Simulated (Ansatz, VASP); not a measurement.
## In in VASP and in Ansatz

Contents of INCAR:

```
ALGO = Normal
EDIFF = 1E-7
ENCUT = 520
GGA = PS
ISIF = 2
ISMEAR = -1
LASPH = T
LCHARG = T
LELF = T
LREAL = F
LVHAR = T
LWAVE = F
NBANDS = 12
NELM = 100
PREC = Accurate
SIGMA = 0.1
```

The input KPOINTS:

```
k-points
0
Gamma
  16 16 16
```

POSCAR

```
In
1.0
   -1.3722271737      1.3722271737      1.3722271737
    1.3722271737     -1.3722271737      1.3722271737
    1.3722271737      1.3722271737     -1.3722271737
In
1
Direct
    0.0000000000      0.0000000000      0.0000000000
```

Input for Ansatz:

```yaml
crystal:
  lattice:
    - [-1.3722271737, 1.3722271737, 1.3722271737]
    - [1.3722271737, -1.3722271737, 1.3722271737]
    - [1.3722271737, 1.3722271737, -1.3722271737]
  atoms:
    - { symbol: In, position: [0.0, 0.0, 0.0] }
kpoints:
  mp_grid: { grid: [16, 16, 16] }
  band_path:
    path:
      - [0.0, 0.0, 0.0]
      - [0.5, -0.5, 0.5]
      - [0.0, 0.0, 0.5]
      - [0.0, 0.0, 0.0]
      - [0.25, 0.25, 0.25]
      - [0.5, -0.5, 0.5]
      - [0.25, 0.25, 0.25]
      - [0.0, 0.0, 0.5]
    npoints: 8
scf:
  occupations: { method: fermi_dirac, width: 0.1 }
hamiltonian:
  xc: pbesol
  pseudopotentials: { kind: paw }
output:
  forces: true
  stress: true
  eigenvalues: true
  populations: true
  dos: { projected: true, de: 0.2, e_range: [-14, 8] }
```

Change from the starting cell: volume scaled by 0.4, PAW files.

Alike in both runs: task single point; functional PBEsol; k mesh 16 × 16 × 16; occupations fermi-dirac, width 0.1 eV; no spin polarisation.

|  | VASP | Ansatz |
| --- | --- | --- |
| version | VASP 6.6.1 | Ansatz 0.2.0 |
| potentials or method | VASP PAW PBE potentials, release 64 (In_d) | PAW with Ansatz's default frozen-core files, scalar-relativistic |
| plane-wave cutoff (eV) | 520 | 420 |
| valence electrons in the cell | 13 | 13 |

|  | VASP | Ansatz | Ansatz less VASP |
| --- | --- | --- | --- |
| pressure (GPa) | 414.0 | 410.8 | -3.21 |

VASP's potentials were made for PBE, not for PBEsol. Both programs put the cell under a high pressure, so it lies far from rest at this level. The functional is the same, so the differences come from potentials, cutoffs and numerics.

Noted on VASP's run: the cell as given lies far from equilibrium.
